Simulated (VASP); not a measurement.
# Co (Fm-3m) in VASP: a series of runs, part 2 of 2

VASP 6.6.1.

**3. Single point, PBE, collinear spin, ferromagnetic start**

The input, INCAR:

```
PREC = Accurate
ENCUT = 520
EDIFF = 1E-6
ISMEAR = 0
SIGMA = 0.1
LREAL = False
LASPH = True
NELM = 150
ALGO = Normal
ISIF = 2
LWAVE = False
LCHARG = False
ISPIN = 2
MAGMOM = 0.3
LORBIT = 11
LMAXMIX = 4
GGA = PE
NBANDS = 14
```

The input, KPOINTS:

```
Automatic mesh
0
Gamma
  11 11 11
```

The input, POSCAR:

```
Co
1.0
    0.0000000000      1.8011500000      1.8011500000
    1.8011500000      0.0000000000      1.8011500000
    1.8011500000      1.8011500000      0.0000000000
Co
1
Direct
    0.0000000000      0.0000000000      0.0000000000
```

Potentials or basis: VASP PAW PBE potentials, release 64 (Co).

Launch:

```
$ cat potpaw_PBE.64/Co/POTCAR > POTCAR
$ mpirun -np 1 vasp_std > vasp.out
```

OUTCAR:

```text
PREC = Accurate
   ENCUT = 520
   EDIFF = 1E-6
   ISMEAR = 0
   LREAL = False
   LASPH = True
   NELM = 150
   ISIF = 2
   ISPIN = 2
   LORBIT = 11
   GGA = PE

 ion  position               nearest neighbor table
   1  0.000  0.000  0.000-

  LATTYP: Found a face centered cubic cell.
 ALAT       =     3.6023000000

  Lattice vectors:

 A1 = (   0.0000000000,   1.8011500000,   1.8011500000)
 A2 = (   1.8011500000,   0.0000000000,   1.8011500000)
 A3 = (   1.8011500000,   1.8011500000,   0.0000000000)

Analysis of symmetry for initial positions (statically):
=====================================================================
 Subroutine PRICEL returns:
 Original cell was already a primitive cell.

 Routine SETGRP: Setting up the symmetry group for a
 face centered cubic supercell.

 Subroutine GETGRP returns: Found 48 space group operations
 (whereof 48 operations were pure point group operations)
 out of a pool of 48 trial point group operations.

The static configuration has the point symmetry O_h .

Analysis of symmetry for dynamics (positions and initial velocities):
=====================================================================
[... 600 lines left out ...]
      6       8.5489      1.00000
      7      31.5527      0.00000
      8      35.6090      0.00000
      9      35.6090      0.00000
     10      35.6090      0.00000
     11      38.5388      0.00000
     12      38.5388      0.00000
     13      38.5388      0.00000
     14      41.0774      0.00000
[... 379 lines left out ...]
      3       7.4849      1.00000
      4       8.0808      1.00000
      5       8.0990      1.00000
      6       9.3548      0.00000
      7      24.1904      0.00000
      8      24.9072      0.00000
      9      34.0718      0.00000
     10      35.2254      0.00000
     11      36.8785      0.00000
     12      39.9124      0.00000
     13      40.8170      0.00000
     14      45.5630      0.00000

 [... further k-points ...]
[... 5 lines left out ...]
  --------------------------------------------------------------------------------------
  -------------------------------------------------------------------------------------
  Total       -1.7349907     -1.7349907     -1.7349907      0.0000000     -0.0000000      0.0000000
  in kB     -237.8636533   -237.8636533   -237.8636533      0.0000000     -0.0000000      0.0000000
  external PRESSURE =    -237.8636533 kB  Pullay stress =       0.0000000 kB

 VOLUME and BASIS-vectors are now :
 -----------------------------------------------------------------------------
  energy-cutoff  :      520.00
  volume of cell :       11.69
      direct lattice vectors                 reciprocal lattice vectors
     0.000000000  1.801150000  1.801150000    -0.277600422  0.277600422  0.277600422
     1.801150000  0.000000000  1.801150000     0.277600422 -0.277600422  0.277600422
     1.801150000  1.801150000  0.000000000     0.277600422  0.277600422 -0.277600422

 POSITION                                       TOTAL-FORCE (eV/Angst)
 -----------------------------------------------------------------------------------
      0.00000      0.00000      0.00000        -0.000000      0.000000     -0.000000
 -----------------------------------------------------------------------------------
    total drift:                               -0.000000     -0.000000     -0.000000

  FREE ENERGIE OF THE ION-ELECTRON SYSTEM (eV)
  ---------------------------------------------------
  free  energy   TOTEN  =        -6.7190066025 eV

  energy  without entropy=       -6.7029530647  energy(sigma->0) =       -6.71097983

 total charge

# of ion       s       p       d       tot
------------------------------------------
    1        0.451   0.451   7.237   8.139

 magnetization (x)

# of ion       s       p       d       tot
------------------------------------------
    1       -0.000   0.000  -0.000  -0.000
```

OSZICAR:

```text
N       E                     dE             d eps       ncg     rms          rms(c)
DAV:   1     0.281475483731E+02    0.28148E+02   -0.37802E+03  3256   0.739E+02
DAV:   2    -0.683648295632E+01   -0.34984E+02   -0.32897E+02  3484   0.146E+02
DAV:   3    -0.804702641059E+01   -0.12105E+01   -0.11980E+01  3862   0.286E+01
DAV:   4    -0.805625531059E+01   -0.92289E-02   -0.92242E-02  3846   0.232E+00
DAV:   5    -0.805642187249E+01   -0.16656E-03   -0.16656E-03  4188   0.289E-01    0.958E+00
DAV:   6    -0.709791786927E+01    0.95850E+00   -0.16499E+01  4390   0.439E+01    0.524E+00
DAV:   7    -0.678109561741E+01    0.31682E+00   -0.25995E+00  4002   0.155E+01    0.208E+00
DAV:   8    -0.685989073800E+01   -0.78795E-01   -0.87609E-02  4122   0.220E+00    0.417E+00
DAV:   9    -0.677875886559E+01    0.81132E-01   -0.37458E-02  4104   0.170E+00    0.248E+00
DAV:  10    -0.673371876069E+01    0.45040E-01   -0.34831E-02  4372   0.142E+00    0.141E+00
DAV:  11    -0.672202526452E+01    0.11693E-01   -0.66814E-02  4346   0.204E+00    0.806E-01
DAV:  12    -0.672001766074E+01    0.20076E-02   -0.24656E-03  4212   0.414E-01    0.495E-01
DAV:  13    -0.671895376681E+01    0.10639E-02   -0.85569E-04  4132   0.265E-01    0.110E-01
DAV:  14    -0.671906311427E+01   -0.10935E-03   -0.38538E-04  4152   0.136E-01    0.121E-01
DAV:  15    -0.671900521353E+01    0.57901E-04   -0.30984E-04  3904   0.122E-01    0.246E-02
DAV:  16    -0.671900998972E+01   -0.47762E-05   -0.24947E-05  4630   0.305E-02    0.268E-02
DAV:  17    -0.671900724945E+01    0.27403E-05   -0.15051E-05  3932   0.256E-02    0.977E-03
DAV:  18    -0.671900660245E+01    0.64700E-06   -0.61658E-06  2646   0.157E-02
   1 F= -.67190066E+01 E0= -.67109798E+01  d E =-.160535E-01  mag=    -0.0001
```

It took 20 s on 1 thread of AMD EPYC 7R13 (Zen 3), shared host; peak memory 0.11 GiB.

Results:

```yaml
Free_energy: -6.7190 eV
Pressure: -23.8 GPa
Net_moment: 0.00 μB per cell
Valence_electrons_inside_the_program's_atomic_spheres: Co 8.14
```
